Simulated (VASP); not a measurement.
Write the native input for VASP 6.6.1 that does the following.

| Quantity | Value |
| --- | --- |
| Task | relaxation of cell and atoms |
| Functional | PBEsol |
| Potentials or basis | VASP PAW PBE potentials, release 64 (C_h) |
| Cutoff | 910 eV |
| k mesh | 14 × 14 × 14 |
| Occupations | gaussian, width 0.02 eV |
| Spin | no spin polarisation |
| Dipole correction | no |
| Further INCAR settings | ALGO = Normal; EDIFF = 1e-07; IBRION = 2; EDIFFG = -0.005; NSW = 100; ISIF = 3 |

The structure of C lies in POSCAR:

```
C
1.0
    0.0000000000      2.1294003736      3.6913216801
    1.2294262032      0.0000000000      3.6913216801
    1.2294262032      2.1294003736      0.0000000000
C
2
Direct
    0.1666962522      0.8333037478      0.1666962522
    0.8333037478      0.1666962522      0.8333037478
```

These files were run (other wordings do the same):

INCAR

```
SYSTEM = C
  ALGO = Normal
  EDIFF = 1E-7
  EDIFFG = -0.005
  ENCUT = 910
  GGA = PS
  GGA_COMPAT = .False.
  IBRION = 2
  ISIF = 3
  ISMEAR = 0
  LASPH = .True.
  LCHARG = .False.
  LREAL = .False.
  LWAVE = .False.
  NELM = 120
  NELMIN = 4
  NSW = 100
  PREC = Accurate
  SIGMA = 0.02
```

KPOINTS

```
k-points
0
Gamma
  14 14 14
  0 0 0
```

Potentials or basis: VASP PAW PBE potentials, release 64 (C_h).

The run is started by

```sh
$ cat potpaw_PBE.64/C_h/POTCAR > POTCAR
$ mpirun -np 1 vasp_std > vasp.out
```

Results of the run:

```json
{"Relaxed volume": "9.49 Å³/atom", "Relaxed cell": "a = 4.203 Å, b = 3.827 Å, c = 2.459 Å, α = 80.76°, β = 63.98°, γ = 35.27°", "Space group after relaxing (to 0.1 Å)": "Fmmm (No. 69)", "Energy gained by relaxing": "0.1 meV/atom", "Ionic steps": "25", "Pressure after relaxing": "0.0 GPa"}
```

Caveat: the cutoff is under 1.25 times the usual one of these potentials, so pressure, stress and relaxed cells hold a basis-set (Pulay) error; this functional lacks dispersion, which binds the layers, so the pressure and a relaxed spacing across them are unreliable; the PAW data sets were made with another functional, which shifts forces and pressure a little.

Run time: 14 min on 1 thread of Intel(R) Xeon(R) 6975P-C (Granite Rapids) (shared host), peak memory 0.28 GiB.
